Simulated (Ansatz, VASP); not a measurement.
# One calculation of Al3Ni2, two programs

File POSCAR:

```
Al3Ni2
1.0
    3.8063852942      0.0000000000      0.0000000000
   -1.9031926471      3.2964263614      0.0000000000
    0.0000000000      0.0000000000      4.6184506801
Al Ni
3 2
Direct
    0.0000000000      0.0000000000      0.0000000000
    0.3333333333      0.6666666667      0.6484376367
    0.6666666667      0.3333333333      0.3515623633
    0.3333333333      0.6666666667      0.1462123372
    0.6666666667      0.3333333333      0.8537876628
```

Contents of INCAR.step1:

```
  PREC = Accurate
  ENCUT = 520
  ISMEAR = 0
  SIGMA = 0.15
  LREAL = F
  LASPH = T
  NELM = 60
  NBANDS = 22
  GGA = PE
  ALGO = Normal
  EDIFF = 1E-4
  LWAVE = T
  LCHARG = F
```

INCAR.step2

```
  PREC = Accurate
  ENCUT = 520
  EDIFF = 1E-6
  ISMEAR = 0
  SIGMA = 0.15
  LREAL = F
  LASPH = T
  NELM = 60
  ALGO = Normal
  ISIF = 2
  LWAVE = F
  LCHARG = F
  METAGGA = R2SCAN
  LMIXTAU = T
  NBANDS = 22
  ISTART = 1
```

File KPOINTS:

```
Automatic mesh
0
Gamma
  12 12 10
```

Input for Ansatz:

```yaml
crystal:
  lattice:
    - [3.8063852942, 0.0, 0.0]
    - [-1.9031926471, 3.2964263614, 0.0]
    - [0.0, 0.0, 4.6184506801]
  atoms:
    - { symbol: Al, position: [0.0, 0.0, 0.0] }
    - { symbol: Al, position: [0.3333333333, 0.6666666667, 0.6484376367] }
    - { symbol: Al, position: [0.6666666667, 0.3333333333, 0.3515623633] }
    - { symbol: Ni, position: [0.3333333333, 0.6666666667, 0.1462123372] }
    - { symbol: Ni, position: [0.6666666667, 0.3333333333, 0.8537876628] }
basis:
  ecutwfc: 500
kpoints:
  mp_grid: { grid: [12, 12, 10] }
hamiltonian:
  xc: r2scan
scf:
  occupations: { method: gaussian, width: 0.15 }
output:
  forces: true
  stress: true
  eigenvalues: true
```

Change from the starting cell: strain -0.050 along x and y, -0.050 along z, atoms carried along.

Alike in both runs: task single point; functional r2SCAN; k mesh 12 × 12 × 10; occupations gaussian, width 0.15 eV; no spin polarisation.

```csv
,VASP,Ansatz
version,VASP 6.6.1,Ansatz 0.2.0
potentials or method,"VASP PAW PBE potentials, release 64 (Al, Ni), cutoff 520 eV","scalar-relativistic, plane waves, PAW"
valence electrons in the cell,29,45
```

|  | VASP | Ansatz | Ansatz less VASP |
| --- | --- | --- | --- |
| gap on the k mesh at the Fermi level (eV) | none | none | - |
| pressure (GPa) | 30.7 | 31.2 | +0.49 |
| traceless stress, the component that is largest in VASP (GPa) | 1.42 | 1.43 | +0.012 |
| rms of the force components (eV/Å) | 0.161 | 0.157 | -0.0039 |

VASP's potentials were made for PBE, not for r2SCAN. Atom by atom the forces differ by 0.011 eV/Å (rms over components). A gap of «none» marks a metal or a gap that the smearing closes. Both programs put the cell under a high pressure, so it lies far from rest at this level. VASP's potentials hold 29 valence electrons a cell and Ansatz's 45, so a difference there can come from the potentials and not from the codes.
